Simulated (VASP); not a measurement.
Mg4Si, 5 atoms in the cell. The cell holds a slab with vacuum, 5 atoms: a = 3.210 Å, b = 3.210 Å, c = 23.215 Å, α = 90.00°, β = 90.00°, γ = 120.00°. 

- Program: VASP 6.6.1
- Task: single point
- Functional: PBE
- Potentials or basis: VASP PAW PBE potentials, release 64 (Mg, Si)
- Cutoff: 520 eV
- k mesh: 9 × 9 × 1
- Occupations: gaussian, width 0.1 eV
- Spin: no spin polarisation
- Dipole correction: yes
- Further INCAR settings: ALGO = Normal; EDIFF = 1e-06; NBANDS = 14

Potentials or basis: VASP PAW PBE potentials, release 64 (Mg, Si).

Launch:

```bash
$ cat potpaw_PBE.64/Mg/POTCAR potpaw_PBE.64/Si/POTCAR > POTCAR
$ mpirun -np 1 vasp_std > vasp.out
```

Hardware: 1 thread of Intel(R) Xeon(R) 6975P-C (Granite Rapids), on a shared host.

Estimate the wall time of this run.

It took 78 s on 1 thread of Intel(R) Xeon(R) 6975P-C (Granite Rapids), with other jobs on the host, peak memory 0.35 GiB. Counts: scf iterations 22, k points 41.
